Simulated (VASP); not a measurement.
Write the native input for VASP 6.6.1 that does the following.

| Item | Value |
| --- | --- |
| Task | single point |
| Functional | r2SCAN |
| Potentials or basis | VASP PAW PBE potentials, release 64 (Zn, O) |
| Cutoff | 520 eV |
| k mesh | 8 × 8 × 4 |
| Occupations | gaussian, width 0.01 eV |
| Spin | no spin polarisation |
| Dipole correction | no |
| Further INCAR settings | ALGO = Normal; EDIFF = 1e-07; NBANDS = 26 |

The system is ZnO.

```xyz
4
Lattice="3.2216 0.0000 0.0000 -1.6108 2.7900 0.0000 0.0000 0.0000 5.1871" Properties=species:S:1:pos:R:3 pbc="T T T"
Zn    0.0000    1.8600    2.5916
Zn    1.6108    0.9300   -0.0019
O     1.6108    0.9300    1.9679
O     0.0000    1.8600    4.5615
```

The input as run:

POSCAR

```
ZnO
1.0
    3.2216184021      0.0000000000      0.0000000000
   -1.6108092011      2.7900033776      0.0000000000
    0.0000000000      0.0000000000      5.1871453597
Zn O
2 2
Direct
    0.3333333333      0.6666666667      0.4996264306
    0.6666666667      0.3333333333     -0.0003735694
    0.6666666667      0.3333333333      0.3793835694
    0.3333333333      0.6666666667      0.8793835694
```

INCAR.step1

```
SYSTEM = ZnO
PREC = Accurate
ENCUT = 520
ISMEAR = 0
SIGMA = 0.01
LREAL = .False.
LASPH = .True.
NELM = 80
NBANDS = 26
GGA = PE
ALGO = Normal
EDIFF = 1E-4
LWAVE = .True.
LCHARG = .False.
```

INCAR.step2

```
SYSTEM = ZnO
PREC = Accurate
ENCUT = 520
EDIFF = 1E-7
ISMEAR = 0
SIGMA = 0.01
LREAL = .False.
LASPH = .True.
NELM = 80
ALGO = Normal
ISIF = 2
LWAVE = .False.
LCHARG = .True.
METAGGA = R2SCAN
LMIXTAU = .True.
LELF = .True.
LVHAR = .True.
NBANDS = 26
ISTART = 1
```

KPOINTS

```
Automatic mesh
0
Gamma
  8 8 4
  0 0 0
```

Potentials or basis: VASP PAW PBE potentials, release 64 (Zn, O).

Command:

```console
$ cat potpaw_PBE.64/Zn/POTCAR potpaw_PBE.64/O/POTCAR > POTCAR
$ cp INCAR.step1 INCAR
$ mpirun -np 1 vasp_std > vasp.out
$ cp INCAR.step2 INCAR
$ mpirun -np 1 vasp_std > vasp.out
```

Results of the run:

| Item | Value |
| --- | --- |
| Pressure | 3.1 GPa |
| Largest force | 0.004 eV/Å |
| Band gap on the k mesh | 1.26 eV |

Caveat: the cell stands under pressure; the PAW data sets were made with another functional, which shifts forces and pressure a little.

It took 65 s on 1 thread of Intel(R) Xeon(R) 6975P-C (Granite Rapids), with other jobs on the host, peak memory 0.18 GiB.
